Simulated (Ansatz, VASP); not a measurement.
**MgZrC in VASP and in Ansatz**

The input INCAR:

```
ALGO = Normal ; EDIFF = 1E-6
EDIFFG = -0.04 ; ENCUT = 600
GGA = PE ; IBRION = 2
ISIF = 3 ; ISMEAR = 0
LASPH = T ; LCHARG = F
LREAL = F ; LWAVE = F
NELM = 60 ; NSW = 90
PREC = Accurate ; SIGMA = 0.1
```

Contents of KPOINTS:

```
k-points
0
Gamma
  6 6 4
```

Contents of POSCAR:

```
MgZrC
1.0
    3.4847719400      0.0000000000      0.0000000000
    0.0000000000      3.4847719400      0.0000000000
    0.0000000000      0.0000000000      4.6331299000
Mg Zr C
1 1 1
Direct
    0.0000000000      0.0000000000      0.5000000000
    0.0000000000      0.0000000000      0.0000000000
    0.5000000000      0.5000000000      0.0000000000
```

Input for Ansatz:

```yaml
crystal:
  lattice:
    - [3.48477194, 0.0, 0.0]
    - [0.0, 3.48477194, 0.0]
    - [0.0, 0.0, 4.6331299]
  atoms:
    - { symbol: Mg, position: [0.0, 0.0, 0.5] }
    - { symbol: Zr, position: [0.0, 0.0, 0.0] }
    - { symbol: C, position: [0.5, 0.5, 0.0] }
basis:
  ecutwfc: 420
kpoints:
  mp_grid: { grid: [6, 6, 4] }
hamiltonian:
  xc: pbe
scf:
  occupations: { method: gaussian, width: 0.1 }
  lower_state_search: "off"
output:
  forces: true
  stress: true
  eigenvalues: true
relax:
  adjacent_minimum: "off"
  f_tol: 0.04
  max_steps: 70
  cell: { stress_tol: 0.4 }
```

Alike in both runs: task relaxation of cell and atoms; functional PBE; k mesh 6 × 6 × 4; occupations gaussian, width 0.1 eV; no spin polarisation.

|  | VASP | Ansatz |
| --- | --- | --- |
| version | VASP 6.6.1 | Ansatz 0.2.0 |
| potentials or method | VASP PAW PBE potentials, release 64 (Mg, Zr_sv, C), cutoff 600 eV | scalar-relativistic, plane waves, PAW |
| valence electrons in the cell | 18 | 26 |

Ansatz gave:

| Item | Value |
| --- | --- |
| gap on the k mesh at the Fermi level, each at its own relaxed structure (eV) | none |
| relaxed volume (Å³/atom) | 21.44 |
| relaxed cell length with the largest relative difference (Å) | 6.248 |

Q: Which values does VASP return?

A: gap on the k mesh at the Fermi level, each at its own relaxed structure (eV): none; relaxed volume (Å³/atom): 21.29; relaxed cell length with the largest relative difference (Å): 6.198.

A gap of «none» marks a metal or a gap that the smearing closes. VASP's potentials hold 18 valence electrons a cell and Ansatz's 26, so a difference there can come from the potentials and not from the codes.
